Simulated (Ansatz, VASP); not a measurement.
**HfZr2Se6: VASP beside Ansatz**

```
CELL_PARAMETERS angstrom
6.56357 0.00000 0.00000
-3.28178 5.68421 0.00000
0.00000 0.00000 6.94119
ATOMIC_POSITIONS crystal
Zr 0.33333 0.66667 0.00000
Zr 0.66667 0.33333 0.00000
Hf 0.00000 0.00000 0.00000
Se 0.33114 0.00000 0.22779
Se 0.00000 0.33114 0.22779
Se 0.66886 0.66886 0.22779
Se 0.66886 0.00000 0.77221
Se 0.33114 0.33114 0.77221
Se 0.00000 0.66886 0.77221
```

Alike in both runs: functional PBE; k mesh 6 × 6 × 6; occupations gaussian, width 0.02 eV; no spin polarisation.

Ansatz relaxed the structure, and its values are those at the end. VASP's run is a single point on that final structure, the one shown.

```csv
,VASP,Ansatz
version,VASP 6.6.1,Ansatz 0.2.0
potentials or method,"VASP PAW PBE potentials, release 64 (Zr_sv, Hf_pv, Se), cutoff 520 eV","scalar-relativistic, plane waves, PAW"
valence electrons in the cell,70,146
```

Ansatz gave:

```
gap on the k mesh at the Fermi level (eV) : 0.45
least direct gap on the mesh (eV)         : 1.21
pressure (GPa)                            : 0.0
rms of the force components (eV/Å)        : 0.001
```

Estimate VASP's values.

gap on the k mesh at the Fermi level (eV): 0.45; least direct gap on the mesh (eV): 1.21; pressure (GPa): 0.0; rms of the force components (eV/Å): 0.014.

The functional is the same, so the differences come from potentials, cutoffs and numerics. VASP's potentials hold 70 valence electrons a cell and Ansatz's 146, so a difference there can come from the potentials and not from the codes.

Spin-orbit coupling is off throughout.
